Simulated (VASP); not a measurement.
# W18S35 (a cell with a defect) in VASP: single point with PBE

Aim: the single point of W18S35 (a cell with a defect) with PBE.

Program: VASP 6.6.1. These are calculated values, not measurements. Logs are shortened: lines on timing, memory, paths and dates and some standing lists are left out, and cuts for length are marked.

### 1 The cell of the first run

The cell holds a defect, 53 atoms: a = 9.381 Å, b = 9.381 Å, c = 12.165 Å, α = 90.00°, β = 90.00°, γ = 120.00°.

### 2 Single point, PBE

File INCAR:

```
SYSTEM = W18S35
  PREC = Accurate
  ENCUT = 400
  EDIFF = 1E-6
  ISMEAR = -1
  SIGMA = 0.01
  LREAL = Auto
  LASPH = .True.
  NELM = 120
  ALGO = Normal
  ISIF = 2
  LWAVE = .False.
  LCHARG = .False.
  GGA = PE
  NBANDS = 263
  GGA_COMPAT = .False.
```

File KPOINTS:

```
Automatic mesh
0
Gamma
  1 1 1
  0.25 0.25 0.25
```

File POSCAR:

```
W18S35
1.0
    9.3812494600     -0.0000000900      0.0000000000
   -4.6906246600      8.1244004000      0.0000000000
    0.0000000000      0.0000000000     12.1647637100
W S
18 35
Direct
    0.1115807784      0.2210545913      0.2501203536
    0.2272667474      0.1206406593      0.7502792670
    0.1113478845      0.5541983147      0.2502268086
    0.1738100691      0.4207762847      0.7501816079
    0.1115537190      0.8876114735      0.2502060930
    0.2238283690      0.7755248031      0.7502948859
    0.4449504078      0.2210500408      0.2502795017
    0.5427022462      0.1075000007      0.7502172847
    0.4448116140      0.5543732237      0.2501866927
    0.5726435791      0.4266538921      0.7503728981
    0.4449881250      0.8878379554      0.2501606338
    0.5787297525      0.8258847080      0.7507019633
    0.7780834898      0.2211026022      0.2501997632
    0.8973383639      0.1021761656      0.7503073810
    0.7781272144      0.5542320477      0.2501163255
    0.8919802567      0.4566360467      0.7502744170
    0.7781207960      0.8875995415      0.2502680753
    0.8787035083      0.7720598161      0.7503201227
    0.1117040553      0.2196335634      0.6133693328
    0.2223584025      0.1103165743      0.1196030630
    0.1118252599      0.2198365322      0.8871888725
    0.2221091224      0.1102663552      0.3807373584
    0.1092730823      0.5576319220      0.6141516743
    0.2223498574      0.4439642118      0.1194368452
    0.1091475673      0.5574139366      0.8862781273
    0.2224157850      0.4439148543      0.3809145094
    0.1097778850      0.8894946893      0.6249834507
    0.2221093445      0.7770594394      0.1196179420
    0.1096959432      0.8894322847      0.8755814132
    0.2221233910      0.7770606702      0.3807838862
    0.4443546488      0.2232659582      0.6139793734
    0.5558136631      0.1105949985      0.1195015402
    0.4442564128      0.2230223710      0.8864196837
    0.5557580980      0.1105834284      0.3809136051
    0.5552971499      0.4438903639      0.1195418205
    0.4396529309      0.5601004155      0.7503344263
    0.5552902653      0.4438989799      0.3808442244
    0.4419232684      0.8902007144      0.6143652420
    0.5552798086      0.7767789300      0.1194588760
    0.4416687680      0.8902579493      0.8865249878
    0.5552147821      0.7768258258      0.3809502684
    0.7782878550      0.2213710528      0.6270998091
    0.8885617344      0.1106262660      0.1196500018
    0.7781725424      0.2212361506      0.8734034013
    0.8885622759      0.1106160499      0.3807417974
    0.7762973875      0.5550562316      0.6141734585
    0.8885817342      0.4434142709      0.1194821399
    0.7761583233      0.5549399153      0.8866119603
    0.8885899025      0.4433738987      0.3808915743
    0.7796119230      0.8876602229      0.6135092451
    0.8889131917      0.7770605545      0.1196680046
    0.7800800414      0.8878257736      0.8873411977
    0.8888371341      0.7768122900      0.3807990940
```

Potentials or basis: VASP PAW PBE potentials, release 64 (W_sv, S).

Run with:

```sh
$ cat potpaw_PBE.64/W_sv/POTCAR potpaw_PBE.64/S/POTCAR > POTCAR
$ mpirun -np 1 vasp_std > vasp.out
```

OUTCAR:

```text
SYSTEM = W18S35
   PREC = Accurate
   ENCUT = 400
   EDIFF = 1E-6
   ISMEAR = -1
   LREAL = Auto
   LASPH = .True.
   NELM = 120
   ISIF = 2
   GGA = PE

 ion  position               nearest neighbor table
   1  0.112  0.221  0.250-  22 2.40  20 2.40  43 2.41  24 2.41  45 2.41  26 2.41   3 3.13   9 3.13
                             7 3.13   5 3.13  17 3.13  13 3.13
   2  0.227  0.121  0.750-  19 2.41  21 2.41  27 2.42  29 2.42  33 2.42  31 2.42  14 3.01   8 3.02
                            10 3.07   4 3.10   6 3.22  18 3.27
   3  0.111  0.554  0.250-  26 2.40  24 2.40  30 2.41  49 2.41  28 2.41  47 2.41  13 3.13  15 3.13
                             1 3.13   5 3.13   9 3.13  11 3.13
   4  0.174  0.421  0.750-  36 2.16  25 2.35  23 2.35  19 2.36  21 2.36  14 2.81  16 2.83   2 3.10
                             6 3.12
   5  0.112  0.888  0.250-  30 2.40  28 2.40  51 2.41  22 2.41  53 2.41  20 2.41   3 3.13  11 3.13
                            15 3.13   7 3.13  17 3.13   1 3.13
   6  0.224  0.776  0.750-  29 2.40  27 2.40  38 2.42  25 2.42  23 2.42  40 2.43  16 3.05   8 3.05
                             4 3.12  12 3.12  18 3.22   2 3.22
   7  0.445  0.221  0.250-  34 2.40  32 2.40  22 2.41  20 2.41  37 2.41  35 2.41  13 3.12  15 3.13
                            11 3.13   1 3.13   9 3.13   5 3.13
   8  0.543  0.108  0.750-  33 2.40  31 2.40  38 2.42  40 2.42  44 2.43  42 2.43  12 2.83  10 2.86
                             2 3.02   6 3.05  16 3.28  14 3.35
   9  0.445  0.554  0.250-  35 2.40  37 2.40  26 2.41  39 2.41  24 2.41  41 2.41  17 3.13   1 3.13
[... 52 lines left out ...]
  52  0.780  0.888  0.887-  12 2.36  18 2.41  14 2.41
  53  0.889  0.777  0.381-  17 2.40  15 2.41   5 2.41

  LATTYP: Found a hexagonal cell.
 ALAT       =     9.3812494600
 C/A-ratio  =     1.2967103968

  Lattice vectors:

 A1 = (   9.3812494600,  -0.0000000900,   0.0000000000)
 A2 = (  -4.6906246600,   8.1244004000,   0.0000000000)
 A3 = (   0.0000000000,   0.0000000000,  12.1647637100)

Analysis of symmetry for initial positions (statically):
=====================================================================
 Subroutine PRICEL returns:
 Original cell was already a primitive cell.

 Routine SETGRP: Setting up the symmetry group for a
 hexagonal supercell.

 Subroutine GETGRP returns: Found  1 space group operations
 (whereof  1 operations were pure point group operations)
 out of a pool of 24 trial point group operations.

The static configuration has the point symmetry C_1 .

Analysis of symmetry for dynamics (positions and initial velocities):
=====================================================================
 Subroutine PRICEL returns:
 Original cell was already a primitive cell.

 Routine SETGRP: Setting up the symmetry group for a
 hexagonal supercell.

[... 198 lines left out ...]
   NELECT =     462.0000    total number of electrons
   NUPDOWN=      -1.0000    fix difference up-down
   EMIN   =  10.00;   EMAX   =-10.00  energy-range for DOS
   EFERMI =   0.00;   METHOD = LEGACY
   ISMEAR =    -1;   SIGMA  =   0.01  broadening in eV -4-tet -1-fermi 0-gaus
   EFERMI_NEDOS =   21; number of points for ismear=-14 and -15
   IALGO  =     38    algorithm
   IMIX   =      4    mixing-type and parameters
     AMIX     =   0.40;   BMIX     =  1.00
     AMIX_MAG =   1.60;   BMIX_MAG =  1.00
  volume/ion in A,a.u.               =      17.49       118.05
  Fermi-wavevector in a.u.,A,eV,Ry     =   1.297887  2.452651 22.919164  1.684511
  Thomas-Fermi vector in A             =   2.429251
   LORBIT       =      0    0 simple, 1 ext, 2 COOP (PROOUT), +10 PAW based schemes
   GGA     = PE    functional components
   LHFCALC =     F    Hartree Fock is set to
   AEXX    =    0.0000 exact exchange contribution
   IVDW    =     0    specifies the selected vdW correction
   LEPSILON=     F    determine dielectric tensor
   LRPA    =     F    only Hartree local field effects (RPA)
 non-spin polarized calculation
  energy-cutoff  :      400.00
  volume of cell :      927.16
 maximum number of plane-waves:     16845
 NGX is ok and might be reduce to    64
   NGX = 31   NGY = 31   NGZ = 39

 number of electron     462.0000031 magnetization

 Free energy of the ion-electron system (eV)
  ---------------------------------------------------
  ext. energy  EPLUGINS =         0.00000000
  ---------------------------------------------------
  free energy    TOTEN  =      -413.40549496 eV

  energy without entropy =     -413.40546471  energy(sigma->0) =     -413.40547983

 E-fermi :   7.9008     XC(G=0): -11.0259

 val. band max:        7.8070320378   @ k =  -0.2500  -0.2500   0.2500
 cond. band min:       7.9953490818   @ k =  -0.2500   0.5000   0.2500
 fundamental gap:      0.1883170440
 Fermi energy:         7.9007736977

 k-point     1 :       0.2500    0.2500    0.2500
  band No.  band energies     occupation
      1     -66.9811      2.00000
      2     -66.9772      2.00000
      3     -66.9741      2.00000
      4     -66.9682      2.00000
      5     -66.9662      2.00000
      6     -66.9655      2.00000
[... 1465 lines left out ...]
    242       9.4654      0.00000
    243       9.5071      0.00000
 [bands above 243 left out]

------------------------ aborting loop because EDIFF is reached ----------------------------------------

  FORCE on cell =-STRESS in cart. coord.  units (eV):
  Direction    XX          YY          ZZ          XY          YZ          ZX
  --------------------------------------------------------------------------------------
  -------------------------------------------------------------------------------------
  Total       55.0637085     53.9403288     24.1783766     -1.0167856      0.1380919      0.0654142
  in kB       95.1525347     93.2112845     41.7813089     -1.7570507      0.2386290      0.1130386
  external PRESSURE =      76.7150427 kB  Pullay stress =       0.0000000 kB

 VOLUME and BASIS-vectors are now :
 -----------------------------------------------------------------------------
  energy-cutoff  :      400.00
  volume of cell :      927.16
      direct lattice vectors                 reciprocal lattice vectors
     9.381249460 -0.000000090  0.000000000     0.106595610  0.061543003  0.000000000
    -4.690624660  8.124400400  0.000000000     0.000000001  0.123086007  0.000000000
     0.000000000  0.000000000 12.164763710     0.000000000  0.000000000  0.082204638

 POSITION                                       TOTAL-FORCE (eV/Angst)
 -----------------------------------------------------------------------------------
      0.00988      1.79594      3.04266        -0.156599      0.084687      0.013480
      1.56617      0.98013      9.12697        -0.029007     -0.174663     -0.006936
     -1.55495      4.50253      3.04395        -0.139392      0.100334     -0.010405
     -0.34315      3.41856      9.12578         0.266202      0.092108      0.008459
     -3.11694      7.21131      3.04370        -0.150221      0.086951      0.000634
     -1.53791      6.30067      9.12716         0.275275     -0.159071      0.003340
[... 45 lines left out ...]
      3.15367      7.21305     10.79430        -0.091408      0.027682     -0.011591
      4.69467      6.31113      4.63233         0.065608     -0.024710     -0.005414
 -----------------------------------------------------------------------------------
    total drift:                               -0.005549      0.002770     -0.004588

  FREE ENERGIE OF THE ION-ELECTRON SYSTEM (eV)
  ---------------------------------------------------
  free  energy   TOTEN  =      -413.4054949634 eV

  energy  without entropy=     -413.4054647059  energy(sigma->0) =     -413.40547983
```

Wall time 33 min (1 thread of Intel Xeon Platinum 8375C at 2.90GHz (Ice Lake), shared host); peak memory 1 GiB.

Results:

```
Free energy            : -413.4055 eV
Pressure               : 7.7 GPa
Largest force          : 0.343 eV/Å
Band gap on the k mesh : 0.19 eV
```

Forces on the atoms (eV/Å):
```
W   -0.157  0.085  0.013
W   -0.029 -0.175 -0.007
W   -0.139  0.100 -0.010
W    0.266  0.092  0.008
W   -0.150  0.087  0.001
W    0.275 -0.159  0.003
W   -0.139  0.083 -0.025
W    0.002 -0.160  0.009
W   -0.156  0.093  0.000
W    0.301 -0.164 -0.010
W   -0.155  0.068  0.010
W    0.064 -0.275 -0.024
W   -0.140  0.080  0.002
W   -0.153  0.090 -0.001
W   -0.142  0.077  0.025
W    0.124  0.084  0.005
W   -0.151  0.094 -0.012
W    0.133  0.109  0.006
S   -0.064  0.055  0.004
S    0.054 -0.044  0.007
S   -0.059  0.051 -0.017
S    0.067 -0.040  0.005
S   -0.074 -0.010  0.013
S    0.079 -0.045  0.003
S   -0.068  0.000 -0.002
S    0.071 -0.048 -0.001
S   -0.001  0.003  0.033
S    0.072 -0.044  0.006
S    0.008  0.011 -0.031
S    0.074 -0.040 -0.005
S   -0.076  0.015 -0.013
S    0.069 -0.031  0.008
S   -0.076  0.022  0.041
S    0.079 -0.038 -0.003
S    0.065 -0.046  0.002
S   -0.190  0.111 -0.011
S    0.072 -0.035 -0.001
S   -0.024  0.060  0.005
S    0.077 -0.038  0.003
S   -0.031  0.075 -0.015
S    0.079 -0.046 -0.001
S   -0.004 -0.013  0.020
S    0.080 -0.052 -0.003
S   -0.003 -0.003 -0.019
S    0.085 -0.043  0.005
S   -0.063  0.050 -0.033
S    0.074 -0.048  0.004
S   -0.047  0.057  0.010
S    0.062 -0.043 -0.006
S   -0.086  0.023  0.018
S    0.068 -0.038 -0.004
S   -0.091  0.028 -0.012
S    0.066 -0.025 -0.005
```

Stress tensor (GPa, compression positive):
```
 9.52 -0.18  0.01
-0.18  9.32  0.02
 0.01  0.02  4.18
```

Levels at points of the mesh, in eV from the valence-band top:
```csv
k point,band 229,band 230,band 231,band 232,band 233,band 234
"(0.25, 0.25, 0.25)",-0.64,-0.56,0.00,0.19,0.53,0.74
```

Caveat: spin-orbit coupling is left out, which moves the levels of the heavy elements.
